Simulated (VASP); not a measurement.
Set up this calculation in VASP 6.6.1, as the native input.

```yaml
Task: single point
Functional: PBEsol
Potentials_or_basis: VASP PAW PBE potentials, release 64 (Al, N)
Cutoff: 520 eV
k_mesh: 9 × 9 × 6
Occupations: gaussian, width 0.05 eV
Spin: no spin polarisation
Dipole_correction: no
Further_INCAR_settings: ALGO = Normal; EDIFF = 1e-06; NBANDS = 16
```

The structure of AlN lies in POSCAR:

```
AlN
1.0
    3.2094208288      0.0000000000      0.0000000000
   -1.6047104144      2.7794399691      0.0000000000
    0.0000000000      0.0000000000      3.9617090710
Al N
2 2
Direct
    0.3333333333      0.6666666667      0.7500000000
    0.6666666667      0.3333333333      0.2500000000
    0.3333333333      0.6666666667      0.2500000000
    0.6666666667      0.3333333333      0.7500000000
```

This cell differs from its parent crystal: volume 8.835 Å^3 an atom, c/a of the conventional cell 1.2344.

One way to write it, as run:

INCAR

```
SYSTEM = AlN
ALGO     = Normal         ! electronic algorithm
EDIFF    = 1E-6           ! SCF threshold, eV
ENCUT    = 520            ! plane-wave cutoff, eV
GGA      = PS             ! functional
ISIF     = 2              ! what is computed and relaxed
ISMEAR   = 0              ! smearing method
LASPH    = .TRUE.         ! aspherical terms in the spheres
LCHARG   = .FALSE.        ! write CHGCAR
LREAL    = .FALSE.        ! projectors in reciprocal space
LWAVE    = .FALSE.        ! write WAVECAR
NBANDS   = 16             ! bands
NELM     = 100            ! most SCF steps
PREC     = Accurate       ! precision mode
SIGMA    = 0.05           ! smearing width, eV
```

KPOINTS

```
k-points
0
G
  9 9 6
  0 0 0
```

Potentials or basis: VASP PAW PBE potentials, release 64 (Al, N).

Command:

```bash
$ cat potpaw_PBE.64/Al/POTCAR potpaw_PBE.64/N/POTCAR > POTCAR
$ mpirun -np 1 vasp_std > vasp.out
```

Results of the run:

```
Pressure               : 26.2 GPa
Band gap on the k mesh : 4.08 eV, direct
```

Caveat: the PAW data sets were made with another functional, which shifts forces and pressure a little.

Wall time 13 s on 1 thread of AMD EPYC 9R45 96-Core Processor (Zen 5), on a shared host, peak memory 0.12 GiB.
